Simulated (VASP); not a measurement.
Si2Au: single point with PBE

The system is Si2Au.

```
Si Au
1.0
    -2.20373    2.20373    7.60655
     2.20373   -2.20373    7.60655
     2.20373    2.20373   -7.60655
Si Au
4 2
Direct
  0.16922 0.16922 0.00000
  0.91922 0.41922 0.50000
  0.58078 0.08078 0.50000
  0.83078 0.83078 0.00000
  0.00000 0.00000 0.00000
  0.75000 0.25000 0.50000
```

| Quantity | Value |
| --- | --- |
| Program | VASP 6.6.1 |
| Task | single point |
| Functional | PBE |
| Potentials or basis | VASP PAW PBE potentials, release 64 (Si, Au) |
| Cutoff | 520 eV |
| k mesh | 12 × 12 × 12 |
| Occupations | gaussian, width 0.1 eV |
| Spin | no spin polarisation |

The pressure is -0.1 GPa, the largest force is 0.006 eV/Å and the band gap on the k mesh is zero (bands 19 and 20 overlap by 1.51 eV).

Forces in eV/Å, atoms in the order of the input:
```
Si   0.000  0.000 -0.006
Si   0.000  0.000 -0.006
Si   0.000  0.000  0.006
Si   0.000  0.000  0.006
Au   0.000  0.000  0.000
Au   0.000  0.000  0.000
```

Levels at points of the mesh, in eV from the Fermi level:
```csv
k point,band 17,band 18,band 19,band 20,band 21,band 22
"(0.00, 0.00, 0.00)",-1.21,-1.21,-0.63,0.17,1.59,2.32
"(0.50, 0.00, 0.00)",-1.55,-0.92,-0.18,0.68,1.27,1.45
"(0.50, 0.50, 0.00)",-2.28,-2.28,-0.37,-0.37,0.32,0.32
"(0.50, 0.50, 0.50)",-1.27,-1.27,0.72,0.72,1.20,1.20
```

Wall time 13 min on 1 thread of Intel(R) Xeon(R) 6975P-C (Granite Rapids), on a shared host, peak memory 0.92 GiB.

Caveat: spin-orbit coupling is left out, which moves the levels of the heavy elements.
